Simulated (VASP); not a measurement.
# YSe (Fm-3m) in VASP: single point with LDA

Aim: the single point of YSe with LDA.

All numbers are computed with VASP 6.6.1; they aren't measurements. Logs are shortened: lines on timing, memory, paths and dates and some standing lists are left out, and cuts for length are marked.

## Step 1: The cell of the first run

It takes space group Fm-3m (No. 225, cubic). Conventional cell: a = 5.703 Å, b = 5.703 Å, c = 5.703 Å, α = 90.00°, β = 90.00°, γ = 90.00°. Y (site symmetry m-3m) has 6 Se at 2.85 Å within 3.8 Å. Within 3.8 Å of Se (site symmetry m-3m) lie 6 Y at 2.85 Å.

## Step 2: Single point, LDA

File INCAR:

```
ALGO = Normal
EDIFF = 1E-6
ENCUT = 500
GGA = CA
GGA_COMPAT = F
ISIF = 2
ISMEAR = -1
LASPH = T
LCHARG = T
LELF = T
LREAL = F
LVHAR = T
LWAVE = F
NBANDS = 16
NELM = 120
PREC = Accurate
SIGMA = 0.05
```

File KPOINTS:

```
k-points
0
Gamma
  7 7 7
```

File POSCAR:

```
YSe
1.0
    4.0326300000      0.0000000000      0.0000000000
    2.0163150000      3.4923600241      0.0000000000
    2.0163150000      1.1641200080      3.2926286071
Y Se
1 1
Direct
    0.5000000000      0.5000000000      0.5000000000
    0.0000000000      0.0000000000      0.0000000000
```

Potentials or basis: VASP PAW LDA potentials, release 64 (Y_sv, Se).

Command:

```console
> cat potpaw_LDA.64/Y_sv/POTCAR potpaw_LDA.64/Se/POTCAR > POTCAR
> mpirun -np 1 vasp_std > vasp.out
```

OUTCAR:

```text
EDIFF = 1E-6
   ENCUT = 500
   GGA = CA
   ISIF = 2
   ISMEAR = -1
   LASPH = T
   LREAL = F
   NELM = 120
   PREC = Accurate

 ion  position               nearest neighbor table
   1  0.500  0.500  0.500-   2 2.85   2 2.85   2 2.85   2 2.85   2 2.85   2 2.85
   2  0.000  0.000  0.000-   1 2.85   1 2.85   1 2.85   1 2.85   1 2.85   1 2.85

  LATTYP: Found a face centered cubic cell.
 ALAT       =     5.7030000381

  Lattice vectors:

 A1 = (   4.0326300000,   0.0000000000,   0.0000000000)
 A2 = (   2.0163150000,   3.4923600241,   0.0000000000)
 A3 = (   2.0163150000,   1.1641200080,   3.2926286071)

Analysis of symmetry for initial positions (statically):
=====================================================================
 Subroutine PRICEL returns:
 Original cell was already a primitive cell.

 Routine SETGRP: Setting up the symmetry group for a
 face centered cubic supercell.

 Subroutine GETGRP returns: Found 48 space group operations
 (whereof 48 operations were pure point group operations)
 out of a pool of 48 trial point group operations.

The static configuration has the point symmetry O_h .

Analysis of symmetry for dynamics (positions and initial velocities):
=====================================================================
 Subroutine PRICEL returns:
 Original cell was already a primitive cell.

 Routine SETGRP: Setting up the symmetry group for a
 face centered cubic supercell.

 Subroutine GETGRP returns: Found 48 space group operations
 (whereof 48 operations were pure point group operations)
 out of a pool of 48 trial point group operations.

The dynamic configuration has the point symmetry O_h .

 Subroutine INISYM returns: Found 48 space group operations
 (whereof 48 operations are pure point group operations),
 and found     1 'primitive' translations

----------------------------------------------------------------------------------------

                                     Primitive cell

  volume of cell :      46.3714

  direct lattice vectors                    reciprocal lattice vectors
     4.032630000  0.000000000  0.000000000     0.247977127 -0.143169661 -0.101236238
     2.016315000  3.492360024  0.000000000     0.000000000  0.286339322 -0.101236238
     2.016315000  1.164120008  3.292628607     0.000000000  0.000000000  0.303708714

  length of vectors
     4.032630000  4.032630000  4.032630000     0.303708714  0.303708714  0.303708714

  position of ions in fractional coordinates (direct lattice)
     0.500000000  0.500000000  0.500000000
     0.000000000  0.000000000  0.000000000

  ion indices of the primitive-cell ions
   primitive index   ion index
                 1           1
                 2           2

----------------------------------------------------------------------------------------

 KPOINTS: k-points

Automatic generation of k-mesh.
 Grid dimensions read from file:
 generate k-points for:    7    7    7

 Generating k-lattice:

  Cartesian coordinates                     Fractional coordinates (reciprocal lattice)
     0.035425304 -0.020452809 -0.014462320     0.142857143  0.000000000  0.000000000
     0.000000000  0.040905617 -0.014462320     0.000000000  0.142857143  0.000000000
     0.000000000  0.000000000  0.043386959     0.000000000  0.000000000  0.142857143

  Length of vectors
     0.043386959  0.043386959  0.043386959

  Shift w.r.t. Gamma in fractional coordinates (k-lattice)
     0.000000000  0.000000000  0.000000000

 Subroutine IBZKPT returns following result:
 ===========================================

 Found     20 irreducible k-points:

 Following reciprocal coordinates:
            Coordinates               Weight
  0.000000  0.000000  0.000000      1.000000
  0.142857  0.000000  0.000000      8.000000
  0.285714  0.000000  0.000000      8.000000
  0.428571  0.000000  0.000000      8.000000
  0.142857  0.142857  0.000000      6.000000
  0.285714  0.142857  0.000000     24.000000
[... 12 lines left out ...]
 -0.428571  0.428571  0.142857     24.000000
 -0.285714  0.428571  0.142857     24.000000
   k-points           NKPTS =     20   k-points in BZ     NKDIM =     20   number of bands    NBANDS=     16
   number of dos      NEDOS =    301   number of ions     NIONS =      2
   total plane-waves  NPLWV =  27000
   dimension x,y,z NGX =    30 NGY =   30 NGZ =   30
   dimension x,y,z NGXF=    60 NGYF=   60 NGZF=   60
   ions per type =               1   1
   NGX,Y,Z   is equivalent  to a cutoff of  12.37, 12.37, 12.37 a.u.
   NGXF,Y,Z  is equivalent  to a cutoff of  24.74, 24.74, 24.74 a.u.
 SYSTEM =  unknown system
   PREC   = accura    normal or accurate (medium, high low for compatibility)
   ISTART =      0    job   : 0-new  1-cont  2-samecut
   ICHARG =      2    charge: 1-file 2-atom 10-const
   ISPIN  =      1    spin polarized calculation?
   LNONCOLLINEAR =      F non collinear calculations
   LSORBIT =      F    spin-orbit coupling
   LASPH  =      T    aspherical Exc in radial PAW
   ENCUT  =  500.0 eV  36.75 Ry    6.06 a.u.   7.35  7.35  7.35*2*pi/ulx,y,z
   NELM   =    120;   NELMIN=  2; NELMDL= -5     # of ELM steps
   EDIFF  = 0.1E-05   stopping-criterion for ELM
   LREAL  =      F    real-space projection
   EDIFFG = 0.1E-04   stopping-criterion for IOM
   NSW    =      0    number of steps for IOM
   IBRION =     -1    ionic relax: 0-MD 1-quasi-New 2-CG
   NFREE  =      0    steps in history (QN), initial steepest desc. (CG)
   ISIF   =      2    stress and relaxation
   ISYM   =      2    0-nonsym 1-usesym 2-fastsym
   POTIM  = 0.5000    time-step for ionic-motion
   TEBEG  =    0.0;   TEEND  =   0.0 temperature during run
   PSTRESS=    0.0 pullay stress
   NELECT =      17.0000    total number of electrons
   NUPDOWN=      -1.0000    fix difference up-down
   EMIN   =  10.00;   EMAX   =-10.00  energy-range for DOS
   EFERMI =   0.00;   METHOD = LEGACY
   ISMEAR =    -1;   SIGMA  =   0.05  broadening in eV -4-tet -1-fermi 0-gaus
   EFERMI_NEDOS =   21; number of points for ismear=-14 and -15
   IALGO  =     38    algorithm
   IMIX   =      4    mixing-type and parameters
     AMIX     =   0.40;   BMIX     =  1.00
     AMIX_MAG =   1.60;   BMIX_MAG =  1.00
  volume/ion in A,a.u.               =      23.19       156.46
  Fermi-wavevector in a.u.,A,eV,Ry     =   1.171677  2.214148 18.678433  1.372826
  Thomas-Fermi vector in A             =   2.308117
   LORBIT       =      0    0 simple, 1 ext, 2 COOP (PROOUT), +10 PAW based schemes
   GGA     = CA    functional components
   LHFCALC =     F    Hartree Fock is set to
   AEXX    =    0.0000 exact exchange contribution
   IVDW    =     0    specifies the selected vdW correction
   LEPSILON=     F    determine dielectric tensor
   LRPA    =     F    only Hartree local field effects (RPA)
 non-spin polarized calculation
  energy-cutoff  :      500.00
  volume of cell :       46.37
 maximum number of plane-waves:      1243
 NGX is ok and might be reduce to    30
   NGX = 15   NGY = 15   NGZ = 15

 number of electron      17.0000000 magnetization

 Free energy of the ion-electron system (eV)
  ---------------------------------------------------
  ext. energy  EPLUGINS =         0.00000000
  ---------------------------------------------------
  free energy    TOTEN  =       -14.92388544 eV

  energy without entropy =      -14.91542324  energy(sigma->0) =      -14.91965434

 E-fermi :   6.1317     XC(G=0): -10.5227

 val. band max:        5.9901113587   @ k =   0.1429   0.0000   0.0000
 cond. band min:       6.1649717055   @ k =   0.1429   0.0000   0.0000
 fundamental gap:      0.1748603468
 Fermi energy:         6.1316942054

 k-point     1 :       0.0000    0.0000    0.0000
  band No.  band energies     occupation
      1     -37.2910      2.00000
      2     -17.3848      2.00000
      3     -17.3848      2.00000
      4     -17.3848      2.00000
      5      -9.1442      2.00000
      6       3.0870      2.00000
[... 8 lines left out ...]
     15      12.2884      0.00000
     16      18.3063      0.00000

 k-point     2 :       0.1429    0.0000    0.0000
  band No.  band energies     occupation
      1     -37.2876      2.00000
      2     -17.4472      2.00000
      3     -17.3885      2.00000
      4     -17.3885      2.00000
      5      -8.9519      2.00000
      6       1.9305      2.00000
[... 8 lines left out ...]
     15      13.0608      0.00000
     16      16.2753      0.00000

 k-point     3 :       0.2857    0.0000    0.0000
  band No.  band energies     occupation
      1     -37.2798      2.00000
      2     -17.5819      2.00000
      3     -17.3967      2.00000
      4     -17.3967      2.00000
      5      -8.4936      2.00000
      6       0.3087      2.00000
[... 8 lines left out ...]
     15      13.3531      0.00000
     16      14.5191      0.00000

 k-point     4 :       0.4286    0.0000    0.0000
  band No.  band energies     occupation
      1     -37.2736      2.00000
      2     -17.6849      2.00000
      3     -17.4032      2.00000
      4     -17.4032      2.00000
      5      -8.0878      2.00000
      6      -0.7027      2.00000
[... 8 lines left out ...]
     15      12.4811      0.00000
     16      12.4811      0.00000

 k-point     5 :       0.1429    0.1429    0.0000
  band No.  band energies     occupation
      1     -37.2864      2.00000
      2     -17.4419      2.00000
      3     -17.4014      2.00000
      4     -17.4014      2.00000
      5      -8.9115      2.00000
      6       1.4619      2.00000
[... 8 lines left out ...]
     15      13.3378      0.00000
     16      16.2261      0.00000

 k-point     6 :       0.2857    0.1429    0.0000
  band No.  band energies     occupation
      1     -37.2801      2.00000
      2     -17.5375      2.00000
      3     -17.4154      2.00000
      4     -17.4094      2.00000
      5      -8.6024      2.00000
      6       0.5110      2.00000
[... 8 lines left out ...]
     15      13.5645      0.00000
     16      14.5346      0.00000

 k-point     7 :       0.4286    0.1429    0.0000
  band No.  band energies     occupation
      1     -37.2734      2.00000
      2     -17.6399      2.00000
      3     -17.4250      2.00000
      4     -17.4199      2.00000
      5      -8.2364      2.00000
      6      -0.2717      2.00000
[... 8 lines left out ...]
     15      12.4342      0.00000
     16      13.3535      0.00000

 k-point     8 :      -0.4286    0.1429   -0.0000
  band No.  band energies     occupation
      1     -37.2713      2.00000
      2     -17.6706      2.00000
      3     -17.4408      2.00000
      4     -17.4117      2.00000
      5      -8.0982      2.00000
      6      -0.5540      2.00000
[... 8 lines left out ...]
     15      12.8037      0.00000
     16      13.0704      0.00000

 k-point     9 :      -0.2857    0.1429   -0.0000
  band No.  band energies     occupation
      1     -37.2755      2.00000
      2     -17.6120      2.00000
      3     -17.4419      2.00000
      4     -17.3968      2.00000
      5      -8.3127      2.00000
      6      -0.1048      2.00000
[... 8 lines left out ...]
     15      13.5214      0.00000
     16      13.7760      0.00000
[... 96 lines left out ...]
 k-point    15 :       0.4286    0.4286    0.0000
  band No.  band energies     occupation
      1     -37.2679      2.00000
      2     -17.5999      2.00000
      3     -17.4687      2.00000
      4     -17.4687      2.00000
      5      -8.5207      2.00000
      6       0.5148      2.00000
[... 8 lines left out ...]
     15      13.8257      0.00000
     16      15.9165      0.00000

 k-point    16 :      -0.4286    0.4286   -0.0000
  band No.  band energies     occupation
      1     -37.2668      2.00000
      2     -17.5934      2.00000
      3     -17.5021      2.00000
      4     -17.4642      2.00000
      5      -8.4526      2.00000
      6       0.6848      2.00000
[... 8 lines left out ...]
     15      13.3891      0.00000
     16      15.4391      0.00000

 k-point    17 :       0.4286    0.2857    0.1429
  band No.  band energies     occupation
      1     -37.2744      2.00000
      2     -17.5832      2.00000
      3     -17.4605      2.00000
      4     -17.4167      2.00000
      5      -8.3942      2.00000
      6       0.1038      2.00000
[... 8 lines left out ...]
     15      12.6617      0.00000
     16      13.8086      0.00000

 k-point    18 :      -0.4286    0.2857    0.1429
  band No.  band energies     occupation
      1     -37.2697      2.00000
      2     -17.6188      2.00000
      3     -17.4856      2.00000
      4     -17.4335      2.00000
      5      -8.2258      2.00000
      6      -0.0455      2.00000
[... 8 lines left out ...]
     15      12.7646      0.00000
     16      13.5655      0.00000

 k-point    19 :      -0.4286    0.4286    0.1429
  band No.  band energies     occupation
      1     -37.2677      2.00000
      2     -17.5876      2.00000
      3     -17.4935      2.00000
      4     -17.4727      2.00000
      5      -8.3831      2.00000
      6       0.5268      2.00000
[... 8 lines left out ...]
     15      13.1977      0.00000
     16      14.6370      0.00000

 k-point    20 :      -0.2857    0.4286    0.1429
  band No.  band energies     occupation
      1     -37.2672      2.00000
      2     -17.5546      2.00000
      3     -17.5490      2.00000
      4     -17.4653      2.00000
      5      -8.2934      2.00000
      6       0.5773      2.00000
[... 8 lines left out ...]
     15      13.4188      0.00000
     16      13.6245      0.00000

------------------------ aborting loop because EDIFF is reached ----------------------------------------

  FORCE on cell =-STRESS in cart. coord.  units (eV):
  Direction    XX          YY          ZZ          XY          YZ          ZX
  --------------------------------------------------------------------------------------
  -------------------------------------------------------------------------------------
  Total       -0.7490885     -0.7490885     -0.7490885     -0.0000000      0.0000000     -0.0000000
  in kB      -25.8817473    -25.8817473    -25.8817473     -0.0000000      0.0000000     -0.0000000
  external PRESSURE =     -25.8817473 kB  Pullay stress =       0.0000000 kB

 VOLUME and BASIS-vectors are now :
 -----------------------------------------------------------------------------
  energy-cutoff  :      500.00
  volume of cell :       46.37
      direct lattice vectors                 reciprocal lattice vectors
     4.032630000  0.000000000  0.000000000     0.247977127 -0.143169661 -0.101236238
     2.016315000  3.492360024  0.000000000     0.000000000  0.286339322 -0.101236238
     2.016315000  1.164120008  3.292628607     0.000000000  0.000000000  0.303708714

 POSITION                                       TOTAL-FORCE (eV/Angst)
 -----------------------------------------------------------------------------------
      4.03263      2.32824      1.64631         0.000000      0.000000      0.000000
      0.00000      0.00000      0.00000        -0.000000     -0.000000      0.000000
 -----------------------------------------------------------------------------------
    total drift:                                0.000000      0.000000     -0.000000

  FREE ENERGIE OF THE ION-ELECTRON SYSTEM (eV)
  ---------------------------------------------------
  free  energy   TOTEN  =       -14.9238854415 eV

  energy  without entropy=      -14.9154232353  energy(sigma->0) =      -14.91965434
```

Wall time 12 s (1 thread of Intel Xeon 6975P-C (Granite Rapids), shared host); peak memory 0.16 GiB.

Results:

```yaml
Free_energy: -14.9239 eV
Pressure: -2.6 GPa
Band_gap_on_the_k_mesh: zero (an odd number of electrons rules out a gap without spin polarisation)
```
